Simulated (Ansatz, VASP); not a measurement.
One calculation of BePd, two programs

```
Be Pd
1.0
     2.80359    0.00000    0.00000
     0.00000    2.80359    0.00000
     0.00000    0.00000    2.80359
Be Pd
1 1
Cartesian
  0.0000 0.0000 0.0000
  1.4018 1.4018 1.4018
```

Change from the starting cell: volume scaled by 0.99, crystal datasets.

Alike in both runs: task electric field gradients; functional LDA; k mesh 12 × 12 × 12; occupations fermi-dirac, width 0.08 eV; no spin polarisation.

|  | VASP | Ansatz |
| --- | --- | --- |
| version | VASP 6.6.1 | Ansatz 0.2.0 |
| potentials or method | VASP PAW LDA potentials, release 64 (Be, Pd), cutoff 520 eV | all-electron PAW with datasets made for the crystal, scalar-relativistic |

|  | VASP | Ansatz | Ansatz less VASP |
| --- | --- | --- | --- |
| pressure (GPa) | -5.6 | -6.3 | -0.64 |

LDA's correlation is that of Perdew and Zunger in VASP and of Perdew and Wang (1992) in Ansatz. Ansatz ran all-electron here, and VASP with PAW potentials.
